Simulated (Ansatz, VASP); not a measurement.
## Two plane-wave programs on K3Ag

```xyz
4
Lattice="5.8050 0.0125 0.0535 0.0125 5.7694 0.0551 0.0535 0.0551 5.7872" Properties=species:S:1:pos:R:3 pbc="T T T"
K     2.9655    0.0640    5.8106
K     5.8131    2.9822    5.8420
K     5.8270    5.7930    3.0108
Ag    2.9351    2.9045    2.9389
```

Alike in both runs: task single point; functional LDA; k mesh 3 × 3 × 3; occupations fermi-dirac, width 0.1 eV; no spin polarisation.

```csv
,VASP,Ansatz
version,VASP 6.6.1,Ansatz 0.2.0
potentials or method,"VASP PAW LDA potentials, release 64 (K_sv, Ag), cutoff 520 eV","plane waves, PAW"
valence electrons in the cell,38,46
```

```csv
,VASP,Ansatz,Ansatz less VASP
pressure (GPa),-1.0,-1.0,+0.01
"traceless stress, the component that is largest in VASP (GPa)",-0.05,-0.05,0.000
rms of the force components (eV/Å),0.025,0.025,-0.0001
```

LDA's correlation is that of Perdew and Zunger in VASP and of Perdew and Wang (1992) in Ansatz. Atom by atom the forces differ by 0.000 eV/Å (rms over components). VASP's potentials hold 38 valence electrons a cell and Ansatz's 46, so a difference there can come from the potentials and not from the codes. Ansatz's warnings: stress scf threshold loose.

The k mesh is coarse, so the values compare programs but aren't converged.
